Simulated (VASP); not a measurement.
# LiSc12 in VASP: notebook

Runs on LiSc12. Level: LDA. Tasks: single point.

All numbers are computed with VASP 6.6.1; they aren't measurements. Logs are shortened: lines on timing, memory, paths and dates and some standing lists are left out, and cuts for length are marked.

**1. The cell of the first run**

The cell holds a slab with vacuum, 13 atoms: a = 6.620 Å, b = 6.620 Å, c = 17.276 Å, α = 90.00°, β = 90.00°, γ = 60.00°.

**2. Single point, LDA**

Input file INCAR:

```
  PREC = Accurate
  ENCUT = 520
  EDIFF = 1E-6
  ISMEAR = -1
  SIGMA = 0.1
  LREAL = F
  LASPH = T
  NELM = 80
  ALGO = Normal
  ISIF = 2
  LWAVE = F
  LCHARG = F
  GGA = CA
  NBANDS = 80
```

Input file KPOINTS:

```
Automatic mesh
0
Gamma
  3 3 1
```

Input file POSCAR:

```
LiSc12
1.0
    6.6200000000      0.0000000000      0.0000000000
    3.3100000000      5.7330880000      0.0000000000
    0.0000000000      0.0000000000     17.2761400000
Sc Li
12 1
Direct
    0.0000000000      0.0000000000      0.0578833003
    0.5000000000      0.0000000000      0.0578833003
    0.0000000000      0.5000000000      0.0578833003
    0.5000000000      0.5000000000      0.0578833003
   -0.1645034941      0.3360302511      0.1959435383
    0.3326283434      0.3322164251      0.1965362054
   -0.1681063246      0.8327824377      0.1964497278
    0.3346950715      0.8348035125      0.1943911661
    0.0069335906     -0.0053801721      0.3316970110
    0.4968181553     -0.0028248302      0.3396176461
    0.0066352051      0.5074042122      0.3391867049
    0.4939038830      0.5077049227      0.3320663644
    0.2258557445      0.7303903237      0.4829621663
```

Potentials or basis: VASP PAW LDA potentials, release 64 (Sc_sv, Li_sv).

On the command line:

```
> cat potpaw_LDA.64/Sc_sv/POTCAR potpaw_LDA.64/Li_sv/POTCAR > POTCAR
> mpirun -np 1 vasp_std > vasp.out
```

OUTCAR:

```text
PREC = Accurate
   ENCUT = 520
   EDIFF = 1E-6
   ISMEAR = -1
   LREAL = F
   LASPH = T
   NELM = 80
   ISIF = 2
   GGA = CA

 ion  position               nearest neighbor table
   1  0.000  0.000  0.058-   8 3.04   5 3.07   7 3.07   3 3.31   3 3.31   4 3.31   4 3.31   2 3.31
                             2 3.31
   2  0.500  0.000  0.058-   8 3.03   7 3.06   6 3.06   4 3.31   3 3.31   4 3.31   3 3.31   1 3.31
                             1 3.31
   3  0.000  0.500  0.058-   5 3.04   7 3.06   6 3.06   1 3.31   1 3.31   2 3.31   2 3.31   4 3.31
                             4 3.31
   4  0.500  0.500  0.058-   8 3.04   5 3.06   6 3.07   2 3.31   1 3.31   2 3.31   1 3.31   3 3.31
                             3 3.31
   5  0.835  0.336  0.196-   3 3.04   9 3.05  12 3.06   4 3.06   1 3.07  11 3.16   7 3.28   6 3.28
                             8 3.31   8 3.31   6 3.34   7 3.34
   6  0.333  0.332  0.197-  12 3.04   2 3.06   3 3.06   4 3.07  11 3.09  10 3.13   5 3.28   8 3.29
                             7 3.31   7 3.31   8 3.33   5 3.34
   7  0.832  0.833  0.196-   9 3.03   2 3.06   3 3.06   1 3.07  11 3.09  10 3.13   5 3.28   8 3.28
                             6 3.31   6 3.31   8 3.34   5 3.34
   8  0.335  0.835  0.194-   2 3.03   9 3.03  12 3.03   1 3.04   4 3.04  10 3.12   7 3.28   6 3.29
                             5 3.31   5 3.31   6 3.33   7 3.34
   9  0.007  0.995  0.332-   8 3.03   7 3.03   5 3.05  12 3.22  11 3.23  10 3.25  10 3.37  11 3.40
                            12 3.40
  10  0.497  0.997  0.340-   8 3.12   6 3.13   7 3.13  12 3.25   9 3.25  11 3.31  11 3.31   9 3.37
                            12 3.37
  11  0.007  0.507  0.339-   7 3.09   6 3.09   5 3.16   9 3.23  12 3.23  10 3.31  10 3.31  12 3.40
                             9 3.40
  12  0.494  0.508  0.332-   8 3.03   6 3.04   5 3.06   9 3.22  11 3.23  10 3.25  10 3.37  11 3.40
                             9 3.40
  13  0.226  0.730  0.483-

  LATTYP: Found a hexagonal cell.
 ALAT       =     6.6199998501
 C/A-ratio  =     2.6096888808

  Lattice vectors:

 A1 = (  -3.3100000000,  -5.7330880000,   0.0000000000)
 A2 = (   6.6200000000,   0.0000000000,   0.0000000000)
 A3 = (   0.0000000000,   0.0000000000,  17.2761400000)

Analysis of symmetry for initial positions (statically):
=====================================================================
 Subroutine PRICEL returns:
 Original cell was already a primitive cell.

 Routine SETGRP: Setting up the symmetry group for a
 hexagonal supercell.

 Subroutine GETGRP returns: Found  1 space group operations
 (whereof  1 operations were pure point group operations)
 out of a pool of 24 trial point group operations.

The static configuration has the point symmetry C_1 .

Analysis of symmetry for dynamics (positions and initial velocities):
=====================================================================
 Subroutine PRICEL returns:
 Original cell was already a primitive cell.

 Routine SETGRP: Setting up the symmetry group for a
 hexagonal supercell.

 Subroutine GETGRP returns: Found  1 space group operations
 (whereof  1 operations were pure point group operations)
 out of a pool of 24 trial point group operations.

The dynamic configuration has the point symmetry C_1 .

 Subroutine INISYM returns: Found  1 space group operations
 (whereof  1 operations are pure point group operations),
 and found     1 'primitive' translations

----------------------------------------------------------------------------------------

                                     Primitive cell

  volume of cell :     655.6821

  direct lattice vectors                    reciprocal lattice vectors
     6.620000000  0.000000000  0.000000000     0.151057402 -0.087213034  0.000000000
     3.310000000  5.733088000  0.000000000     0.000000000  0.174426068  0.000000000
     0.000000000  0.000000000 17.276140000     0.000000000  0.000000000  0.057883300

  length of vectors
     6.620000000  6.619999850 17.276140000     0.174426065  0.174426068  0.057883300

  position of ions in fractional coordinates (direct lattice)
     0.000000000  0.000000000  0.057883300
     0.500000000  0.000000000  0.057883300
     0.000000000  0.500000000  0.057883300
     0.500000000  0.500000000  0.057883300
     0.835496506  0.336030251  0.195943538
     0.332628343  0.332216425  0.196536205
     0.831893675  0.832782438  0.196449728
     0.334695072  0.834803513  0.194391166
     0.006933591  0.994619828  0.331697011
     0.496818155  0.997175170  0.339617646
     0.006635205  0.507404212  0.339186705
     0.493903883  0.507704923  0.332066364
     0.225855745  0.730390324  0.482962166

  ion indices of the primitive-cell ions
   primitive index   ion index
                 1           1
                 2           2
                 3           3
                 4           4
                 5           5
                 6           6
                 7           7
                 8           8
                 9           9
                10          10
                11          11
                12          12
                13          13

----------------------------------------------------------------------------------------

 KPOINTS: Automatic mesh

Automatic generation of k-mesh.
 Grid dimensions read from file:
 generate k-points for:    3    3    1

 Generating k-lattice:

  Cartesian coordinates                     Fractional coordinates (reciprocal lattice)
     0.050352467 -0.029071011  0.000000000     0.333333333 -0.000000000  0.000000000
     0.000000000  0.058142023  0.000000000     0.000000000  0.333333333  0.000000000
     0.000000000  0.000000000  0.057883300     0.000000000  0.000000000  1.000000000

  Length of vectors
     0.058142022  0.058142023  0.057883300

  Shift w.r.t. Gamma in fractional coordinates (k-lattice)
     0.000000000  0.000000000  0.000000000

 Subroutine IBZKPT returns following result:
 ===========================================

 Found      5 irreducible k-points:

 Following reciprocal coordinates:
            Coordinates               Weight
  0.000000  0.000000  0.000000      1.000000
  0.333333 -0.000000  0.000000      2.000000
  0.333333  0.333333  0.000000      2.000000
  0.000000  0.333333  0.000000      2.000000
 -0.333333  0.333333  0.000000      2.000000
   k-points           NKPTS =      5   k-points in BZ     NKDIM =      5   number of bands    NBANDS=     80
   number of dos      NEDOS =    301   number of ions     NIONS =     13
   total plane-waves  NPLWV = 320000
   dimension x,y,z NGX =    50 NGY =   50 NGZ =  128
   dimension x,y,z NGXF=   100 NGYF=  100 NGZF=  256
   ions per type =              12   1
   NGX,Y,Z   is equivalent  to a cutoff of  12.56, 12.56, 12.32 a.u.
   NGXF,Y,Z  is equivalent  to a cutoff of  25.11, 25.11, 24.63 a.u.
 SYSTEM =  unknown system
   PREC   = accura    normal or accurate (medium, high low for compatibility)
   ISTART =      0    job   : 0-new  1-cont  2-samecut
   ICHARG =      2    charge: 1-file 2-atom 10-const
   ISPIN  =      1    spin polarized calculation?
   LNONCOLLINEAR =      F non collinear calculations
   LSORBIT =      F    spin-orbit coupling
   LASPH  =      T    aspherical Exc in radial PAW
   ENCUT  =  520.0 eV  38.22 Ry    6.18 a.u.  12.31 12.31 32.12*2*pi/ulx,y,z
   NELM   =     80;   NELMIN=  2; NELMDL= -5     # of ELM steps
   EDIFF  = 0.1E-05   stopping-criterion for ELM
   LREAL  =      F    real-space projection
   EDIFFG = 0.1E-04   stopping-criterion for IOM
   NSW    =      0    number of steps for IOM
   IBRION =     -1    ionic relax: 0-MD 1-quasi-New 2-CG
   NFREE  =      0    steps in history (QN), initial steepest desc. (CG)
   ISIF   =      2    stress and relaxation
   ISYM   =      2    0-nonsym 1-usesym 2-fastsym
   POTIM  = 0.5000    time-step for ionic-motion
   TEBEG  =    0.0;   TEEND  =   0.0 temperature during run
   PSTRESS=    0.0 pullay stress
   NELECT =     135.0000    total number of electrons
   NUPDOWN=      -1.0000    fix difference up-down
   EMIN   =  10.00;   EMAX   =-10.00  energy-range for DOS
   EFERMI =   0.00;   METHOD = LEGACY
   ISMEAR =    -1;   SIGMA  =   0.10  broadening in eV -4-tet -1-fermi 0-gaus
   EFERMI_NEDOS =   21; number of points for ismear=-14 and -15
   IALGO  =     38    algorithm
   IMIX   =      4    mixing-type and parameters
     AMIX     =   0.40;   BMIX     =  1.00
     AMIX_MAG =   1.60;   BMIX_MAG =  1.00
  volume/ion in A,a.u.               =      50.44       340.37
  Fermi-wavevector in a.u.,A,eV,Ry     =   0.966692  1.826784 12.714566  0.934494
  Thomas-Fermi vector in A             =   2.096515
   LORBIT       =      0    0 simple, 1 ext, 2 COOP (PROOUT), +10 PAW based schemes
   GGA     = CA    functional components
   LHFCALC =     F    Hartree Fock is set to
   AEXX    =    0.0000 exact exchange contribution
   IVDW    =     0    specifies the selected vdW correction
   LEPSILON=     F    determine dielectric tensor
   LRPA    =     F    only Hartree local field effects (RPA)
 non-spin polarized calculation
  energy-cutoff  :      520.00
  volume of cell :      655.68
 maximum number of plane-waves:     17741
 NGX is ok and might be reduce to    50
   NGX = 25   NGY = 25   NGZ = 65

 number of electron     135.0000002 magnetization

 Free energy of the ion-electron system (eV)
  ---------------------------------------------------
  ext. energy  EPLUGINS =         0.00000000
  ---------------------------------------------------
  free energy    TOTEN  =       -76.64750250 eV

  energy without entropy =      -75.79488090  energy(sigma->0) =      -76.22119170

 E-fermi :  -0.0036     XC(G=0):  -5.8711

 val. band max:       -0.0210094743   @ k =  -0.3333   0.3333   0.0000
 cond. band min:       0.0592049833   @ k =   0.0000   0.0000   0.0000
 fundamental gap:      0.0802144575
 Fermi energy:        -0.0035723597

 k-point     1 :       0.0000    0.0000    0.0000
  band No.  band energies     occupation
      1     -49.1009      2.00000
      2     -49.0642      2.00000
      3     -49.0565      2.00000
      4     -49.0342      2.00000
      5     -49.0226      2.00000
      6     -49.0147      2.00000
[... 71 lines left out ...]
     78       1.2604      0.00001
     79       1.2952      0.00000

 k-point     2 :       0.3333   -0.0000    0.0000
  band No.  band energies     occupation
      1     -49.0990      2.00000
      2     -49.0580      2.00000
      3     -49.0554      2.00000
      4     -49.0399      2.00000
      5     -49.0223      2.00000
      6     -49.0179      2.00000
[... 71 lines left out ...]
     78       0.8876      0.00027
     79       0.9076      0.00022

 k-point     3 :       0.3333    0.3333    0.0000
  band No.  band energies     occupation
      1     -49.1001      2.00000
      2     -49.0568      2.00000
      3     -49.0560      2.00000
      4     -49.0342      2.00000
      5     -49.0301      2.00000
      6     -49.0148      2.00000
[... 71 lines left out ...]
     78       0.8680      0.00033
     79       0.9256      0.00018

 k-point     4 :       0.0000    0.3333    0.0000
  band No.  band energies     occupation
      1     -49.0989      2.00000
      2     -49.0580      2.00000
      3     -49.0554      2.00000
      4     -49.0399      2.00000
      5     -49.0224      2.00000
      6     -49.0178      2.00000
[... 71 lines left out ...]
     78       0.8879      0.00027
     79       0.9070      0.00022

 k-point     5 :      -0.3333    0.3333    0.0000
  band No.  band energies     occupation
      1     -49.0985      2.00000
      2     -49.0577      2.00000
      3     -49.0482      2.00000
      4     -49.0426      2.00000
      5     -49.0292      2.00000
      6     -49.0157      2.00000
[... 71 lines left out ...]
     78       0.6119      0.00424
     79       0.6516      0.00285
 [bands above 79 left out]

------------------------ aborting loop because EDIFF is reached ----------------------------------------

  FORCE on cell =-STRESS in cart. coord.  units (eV):
  Direction    XX          YY          ZZ          XY          YZ          ZX
  --------------------------------------------------------------------------------------
  -------------------------------------------------------------------------------------
  Total       -9.5253580     -9.1274324      0.0291535     -0.3353272     -0.0772970     -0.0900485
  in kB      -23.2754763    -22.3031340      0.0712374     -0.8193812     -0.1888775     -0.2200359
  external PRESSURE =     -15.1691243 kB  Pullay stress =       0.0000000 kB

 VOLUME and BASIS-vectors are now :
 -----------------------------------------------------------------------------
  energy-cutoff  :      520.00
  volume of cell :      655.68
      direct lattice vectors                 reciprocal lattice vectors
     6.620000000  0.000000000  0.000000000     0.151057402 -0.087213034  0.000000000
     3.310000000  5.733088000  0.000000000     0.000000000  0.174426068  0.000000000
     0.000000000  0.000000000 17.276140000     0.000000000  0.000000000  0.057883300

 POSITION                                       TOTAL-FORCE (eV/Angst)
 -----------------------------------------------------------------------------------
      0.00000      0.00000      1.00000        -0.006944      0.029119     -0.002566
      3.31000      0.00000      1.00000         0.006871      0.004882     -0.027459
      1.65500      2.86654      1.00000        -0.007669     -0.003675     -0.014030
      4.96500      2.86654      1.00000         0.020721     -0.018547     -0.003677
      6.64325      1.92649      3.38515         0.000165     -0.000319      0.005404
      3.30164      1.90463      3.39539        -0.000909     -0.001217     -0.000110
      8.26365      4.77442      3.39389        -0.000793      0.001044     -0.001290
      4.97888      4.78600      3.35833         0.000564      0.000060      0.003578
      3.33809      5.70224      5.73044         0.001395      0.002369      0.014397
      6.58959      5.71689      5.86728        -0.001797      0.000097      0.010652
      1.72343      2.90899      5.85984        -0.002828     -0.003642      0.008445
      4.95015      2.91072      5.73683         0.002557     -0.001604      0.004879
      3.91276      4.18739      8.34372        -0.011332     -0.008566      0.001777
 -----------------------------------------------------------------------------------
    total drift:                                0.000449      0.000017     -0.000097

  FREE ENERGIE OF THE ION-ELECTRON SYSTEM (eV)
  ---------------------------------------------------
  free  energy   TOTEN  =       -76.6475024962 eV

  energy  without entropy=      -75.7948808955  energy(sigma->0) =      -76.22119170
```

Run time: 8.9 min. Hardware: 1 thread of Intel Xeon Platinum 8488C (Sapphire Rapids), shared host; peak memory 0.56 GiB.

What came out:

```
Free energy            : -76.6475 eV
Largest force          : 0.030 eV/Å
Band gap on the k mesh : zero (an odd number of electrons rules out a gap without spin polarisation)
```

Forces on the atoms (eV/Å):
```
Sc  -0.007  0.029 -0.003
Sc   0.007  0.005 -0.027
Sc  -0.008 -0.004 -0.014
Sc   0.021 -0.019 -0.004
Sc   0.000  0.000  0.005
Sc  -0.001 -0.001  0.000
Sc  -0.001  0.001 -0.001
Sc   0.001  0.000  0.004
Sc   0.001  0.002  0.014
Sc  -0.002  0.000  0.011
Sc  -0.003 -0.004  0.008
Sc   0.003 -0.002  0.005
Li  -0.011 -0.009  0.002
```

Caveat: the k points lie up to 0.37 Å⁻¹ apart, too coarse for converged energies and pressures of a metal; the cutoff is under 1.25 times the usual one of these potentials, so pressure, stress and relaxed cells hold a basis-set (Pulay) error; there is no dipole correction, which matters where the two faces differ.

**3. Single point, LDA**

Input file INCAR:

```
SYSTEM = LiSc12
PREC = Accurate ; ENCUT = 520
EDIFF = 1E-6 ; ISMEAR = -1
SIGMA = 0.1 ; LREAL = .False.
LASPH = .True. ; NELM = 60
ALGO = Normal ; ISIF = 2
LWAVE = .False. ; LCHARG = .False.
GGA = CA ; NBANDS = 80
```

Input file KPOINTS:

```
Automatic mesh
0
Gamma
  3 3 1
  0 0 0
```

Input file POSCAR:

```
LiSc12
1.0
    6.6200000000      0.0000000000      0.0000000000
    3.3100000000      5.7330880000      0.0000000000
    0.0000000000      0.0000000000     17.2761400000
Sc Li
12 1
Direct
    0.0000000000      0.0000000000      0.0578833003
    0.5000000000      0.0000000000      0.0578833003
    0.0000000000      0.5000000000      0.0578833003
    0.5000000000      0.5000000000      0.0578833003
   -0.1648993719      0.3356766894      0.1960495226
    0.3301382291      0.3329776204      0.1967574354
   -0.1672573010      0.8301451155      0.1967465533
    0.3334549286      0.8335378770      0.1937998882
    0.0076227628     -0.0057935619      0.3317103242
    0.4928930535     -0.0065226628      0.3371169138
    0.0022868434      0.5025991228      0.3412208398
    0.4935082963      0.5083550087      0.3322423875
    0.2867248860      0.7936813459      0.4823712357
```

Potentials or basis: VASP PAW LDA potentials, release 64 (Sc_sv, Li_sv).

On the command line:

```
> cat potpaw_LDA.64/Sc_sv/POTCAR potpaw_LDA.64/Li_sv/POTCAR > POTCAR
> mpirun -np 1 vasp_std > vasp.out
```

Run time: 10 min. Hardware: 1 thread of Intel Xeon Platinum 8488C (Sapphire Rapids), shared host; peak memory 0.56 GiB.

The run converged. Its results:

```yaml
Free_energy: -76.6553 eV
Largest_force: 0.029 eV/Å
Band_gap_on_the_k_mesh: zero (an odd number of electrons rules out a gap without spin polarisation)
```

Forces in eV/Å, atoms in the order of the input:
```
Sc  -0.024  0.017 -0.004
Sc   0.009  0.004 -0.017
Sc  -0.007 -0.003 -0.017
Sc   0.003 -0.026 -0.007
Sc   0.000 -0.001  0.003
Sc  -0.001  0.000  0.006
Sc  -0.002  0.001 -0.006
Sc   0.001 -0.001  0.001
Sc  -0.002  0.004  0.018
Sc   0.001  0.000  0.008
Sc  -0.006 -0.004  0.008
Sc   0.002 -0.003  0.004
Li   0.027  0.012  0.002
```

Levels at points of the mesh, in eV from the Fermi level:
```tsv
k point	band 65	band 66	band 67	band 68	band 69	band 70	band 71	band 72
(0.00, 0.00, 0.00)	-0.30	-0.29	-0.26	-0.21	0.06	0.46	0.50	0.57
```

Caveat: the k points lie up to 0.37 Å⁻¹ apart, too coarse for converged energies and pressures of a metal; the cutoff is under 1.25 times the usual one of these potentials, so pressure, stress and relaxed cells hold a basis-set (Pulay) error; there is no dipole correction, which matters where the two faces differ.

[end of part 1 of 2]

The gap in the log of VASP goes by the Fermi energy; the results here count the filled bands.